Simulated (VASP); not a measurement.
Runs of VASP 6.6.1 on CuO. The structure is that of space group P4_2/mmc (No. 131), or close to it. The cells are those of the table. 

```tsv
cell	gap on the mesh (eV)	pressure (GPa)
a = 4.170, b = 4.171, c = 4.889 Å, 8 atoms	none	(a)
a = 4.085, b = 4.101, c = 5.296 Å, 8 atoms	none	-7.3
a = 4.130, b = 4.133, c = 4.990 Å, 8 atoms	none	2.4
a = 4.085, b = 4.101, c = 5.398 Å, 8 atoms	none	-10.5
```

Alike in all rows: task single point; level PBEsol; potentials or basis VASP PAW PBE potentials, release 64 (Cu, O); no spin polarisation; k mesh 10 × 10 × 8; cutoff (eV) 520; smearing gaussian 0.1 eV.

Task: Fill in the values left out.

Result: (a) 4.1.

Caveats: the PAW data sets were made with another functional, which shifts forces and pressure a little; semilocal functionals often make such compounds metallic where correlation or magnetic order opens a gap, which also shifts bond lengths; the stress differs along the axes, from 1 to 11 GPa (at least some runs); the stress differs along the axes, from -13 to -5 GPa (at least some runs); the stress differs along the axes, from 1 to 6 GPa (at least some runs); the stress differs along the axes, from -18 to -6 GPa (at least some runs).

A gap of «none» marks levels without a gap at the run's occupations.
